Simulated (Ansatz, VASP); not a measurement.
One calculation of NiMoIrPdW, two programs

```
Ni Mo Pd Ir W
1.0
    -1.37004    1.37004    9.71647
     1.37004   -1.37004    9.71647
     1.37004    1.37004   -9.71647
Ni Mo Pd Ir W
1 1 1 1 1
Direct
  0.19862 0.19862 0.00000
  0.60922 0.60922 0.00000
  0.79310 0.79310 0.00000
  0.39944 0.39944 0.00000
  0.99565 0.99565 0.00000
```

Alike in both runs: functional PBEsol; k mesh 9 × 9 × 9; occupations fermi-dirac, width 0.05 eV; collinear spin.

|  | VASP | Ansatz |
| --- | --- | --- |
| version | VASP 6.6.1 | Ansatz 0.2.0 |
| potentials or method | VASP PAW PBE potentials, release 64 (Ni, Mo_sv, Pd, Ir, W_sv), cutoff 520 eV | all-electron LAPW, scalar-relativistic |
| task | single point | band structure |

|  | VASP | Ansatz | Ansatz less VASP |
| --- | --- | --- | --- |
| gap on the k mesh at the Fermi level (eV) | none | none | - |
| pressure (GPa) | -8.6 | -9.0 | -0.43 |
| traceless stress, the component that is largest in VASP (GPa) | -0.70 | -0.68 | +0.017 |
| rms of the force components (eV/Å) | 0.071 | 0.090 | +0.0189 |
| net moment per atom (μB) | 0.00 | 0.00 | 0.000 |

VASP's potentials were made for PBE, not for PBEsol. Atom by atom the forces differ by 0.020 eV/Å (rms over components). A gap of «none» marks a metal or a gap that the smearing closes. Ansatz ran all-electron here, and VASP with PAW potentials.

The k mesh is coarse, so the values compare programs but aren't converged. Spin-orbit coupling is off throughout. Noted on Ansatz's run: the k mesh is thin for a metal, which can move the energy by tens of meV per atom.
